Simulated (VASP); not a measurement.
A run of VASP 6.6.1:

The input POSCAR:

```
SnO
1.0
    3.3456675442      0.0000000000      0.0000000000
    0.0000000000      5.7118506765      0.0000000000
    0.0000000000      0.0000000000      3.9213719742
Sn O
2 2
Direct
    0.0000000000      0.2347372350      0.5269391839
    0.5000000000      0.7652627650      0.0269391839
    0.0000000000      0.8833580930      0.7230618161
    0.5000000000      0.1166419070      0.2230618161
```

Contents of INCAR.step1:

```
SYSTEM = SnO
PREC = Accurate ; ENCUT = 520
ISMEAR = 0 ; SIGMA = 0.02
LREAL = .FALSE. ; LASPH = .TRUE.
NELM = 100 ; NBANDS = 28
GGA = PE ; ALGO = Normal
EDIFF = 1E-4 ; LWAVE = .TRUE.
LCHARG = .FALSE.
```

The input INCAR.step2:

```
SYSTEM = SnO
PREC = Accurate ; ENCUT = 520
EDIFF = 1E-6 ; ISMEAR = 0
SIGMA = 0.02 ; LREAL = .FALSE.
LASPH = .TRUE. ; NELM = 100
ALGO = Normal ; ISIF = 2
LWAVE = .FALSE. ; LCHARG = .FALSE.
METAGGA = R2SCAN ; LMIXTAU = .TRUE.
NBANDS = 28 ; ISTART = 1
```

KPOINTS

```
Automatic mesh
0
G
  8 6 6
  0 0 0
```

Potentials or basis: VASP PAW PBE potentials, release 64 (Sn_d, O).

Command:

```console
$ cat potpaw_PBE.64/Sn_d/POTCAR potpaw_PBE.64/O/POTCAR > POTCAR
$ cp INCAR.step1 INCAR
$ mpirun -np 1 vasp_std > vasp.out
$ cp INCAR.step2 INCAR
$ mpirun -np 1 vasp_std > vasp.out
```

Hardware: 1 thread of Intel(R) Xeon(R) Platinum 8259CL CPU @ 2.50GHz (Skylake/Cascade Lake), on a shared host.

Task: How long does it take, and how much memory?

Result: It took 7.1 min on 1 thread of Intel(R) Xeon(R) Platinum 8259CL CPU @ 2.50GHz (Skylake/Cascade Lake), on a shared host, peak memory 0.29 GiB. Counts: k points 80.
